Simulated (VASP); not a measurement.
Li16F (a cell with a defect): single point with PBE

Li16F (a cell with a defect):

```xyz
17
Lattice="6.9800 0.0000 0.0000 0.0000 6.9800 0.0000 0.0000 0.0000 6.9800" Properties=species:S:1:pos:R:3 pbc="T T T"
Li    0.0013    0.0460    0.0282
Li    3.4919    0.1177    0.0248
Li    0.0016    3.4287   -0.0810
Li    0.0016   -0.1788    3.3750
Li    1.7771    1.7846    1.8042
Li    3.4916    3.4013   -0.0319
Li    3.4916    0.0218    3.5385
Li    5.2060    1.7849    1.8044
Li    0.0018    3.7170    3.4158
Li    1.7781    5.2209    1.7451
Li    1.6241    1.7132    5.1411
Li    3.4913    3.4806    3.6143
Li    5.2047    5.2204    1.7451
Li    5.3592    1.7134    5.1408
Li    1.8164    5.2786    5.3810
Li    5.1667    5.2783    5.3807
F     0.0015    5.2504    2.3392
```

| Property | Result |
| --- | --- |
| Program | VASP 6.6.1 |
| Task | single point |
| Functional | PBE |
| Potentials or basis | VASP PAW PBE potentials, release 64 (Li_sv, F) |
| Cutoff | 520 eV |
| k mesh | 3 × 3 × 3 |
| Occupations | gaussian, width 0.15 eV |
| Spin | no spin polarisation |
| Dipole correction | no |
| Further INCAR settings | LREAL = Auto; ALGO = Normal; EDIFF = 1e-06; NBANDS = 42 |

- Largest force: 0.036 eV/Å

Forces in eV/Å, atoms in the order of the input:
```
Li  -0.001  0.021 -0.030
Li  -0.001 -0.001 -0.002
Li  -0.002  0.002 -0.002
Li  -0.001  0.002  0.018
Li  -0.004 -0.004 -0.005
Li   0.001  0.002  0.005
Li   0.000 -0.001 -0.005
Li   0.006 -0.004 -0.004
Li   0.000 -0.015  0.022
Li  -0.002 -0.003  0.005
Li   0.011  0.003  0.000
Li   0.000  0.003 -0.012
Li   0.004 -0.002  0.006
Li  -0.011  0.002  0.000
Li   0.004 -0.001  0.000
Li  -0.004 -0.001  0.001
F   -0.001 -0.005  0.003
```

Levels at points of the mesh, in eV from the Fermi level:
| k point | band 23 | band 24 | band 25 | band 26 | band 27 | band 28 | band 29 | band 30 | band 31 | band 32 |
| --- | --- | --- | --- | --- | --- | --- | --- | --- | --- | --- |
| (0.00, 0.00, 0.00) | -1.13 | -1.02 | -1.01 | -1.01 | -0.64 | 0.21 | 0.21 | 0.31 | 0.45 | 0.48 |

Wall time 2.9 min on 1 thread of AMD EPYC 9R45 96-Core Processor (Zen 5), on a shared host, peak memory 0.38 GiB.

Caveat: an odd number of electrons without spin polarisation forces a metal; a magnetic or distorted state may lie lower.
